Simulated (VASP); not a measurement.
Here is a VASP 6.6.1 calculation.

POSCAR

```
InGaAs2
1.0
    4.1532821668      0.0000000000      0.0000000000
    0.0000000000      4.1532821668      0.0000000000
    0.0000000000      0.0000000000      5.9223026295
In Ga As
1 1 2
Direct
    0.0000000000      0.0000000000      0.5000000000
    0.5000000000      0.5000000000      0.0000000000
    0.5000000000      0.0000000000      0.7698871176
    0.0000000000      0.5000000000      0.2301128824
```

File INCAR.step1:

```
SYSTEM = InGaAs2
PREC = Accurate
ENCUT = 520
ISMEAR = 0
SIGMA = 0.01
LREAL = .FALSE.
LASPH = .TRUE.
NELM = 80
NBANDS = 26
GGA = PE
ALGO = Normal
EDIFF = 1E-4
LWAVE = .TRUE.
LCHARG = .FALSE.
```

INCAR.step2

```
SYSTEM = InGaAs2
PREC = Accurate
ENCUT = 520
EDIFF = 1E-7
ISMEAR = 0
SIGMA = 0.01
LREAL = .FALSE.
LASPH = .TRUE.
NELM = 80
ALGO = Normal
ISIF = 2
LWAVE = .FALSE.
LCHARG = .TRUE.
METAGGA = R2SCAN
LMIXTAU = .TRUE.
LELF = .TRUE.
LVHAR = .TRUE.
NBANDS = 26
ISTART = 1
```

Contents of KPOINTS:

```
regular mesh
0
G
  8 8 6
  0 0 0
```

Potentials or basis: VASP PAW PBE potentials, release 64 (In_d, Ga_d, As).

The run is started by

```console
$ cat potpaw_PBE.64/In_d/POTCAR potpaw_PBE.64/Ga_d/POTCAR potpaw_PBE.64/As/POTCAR > POTCAR
$ cp INCAR.step1 INCAR
$ mpirun -np 1 vasp_std > vasp.out
$ cp INCAR.step2 INCAR
$ mpirun -np 1 vasp_std > vasp.out
```

Predict the band gap on the k mesh.

0.28 eV.

Estimate the pressure.

0.0 GPa.

Forces in eV/Å, atoms in the order of the input:
```
In   0.000  0.000  0.000
Ga   0.000  0.000  0.000
As   0.000  0.000 -0.002
As   0.000  0.000  0.002
```

Caveat: semilocal functionals underestimate gaps, and a narrow one can read as zero; the PAW data sets were made with another functional, which shifts forces and pressure a little; spin-orbit coupling is left out, which moves the levels of the heavy elements.
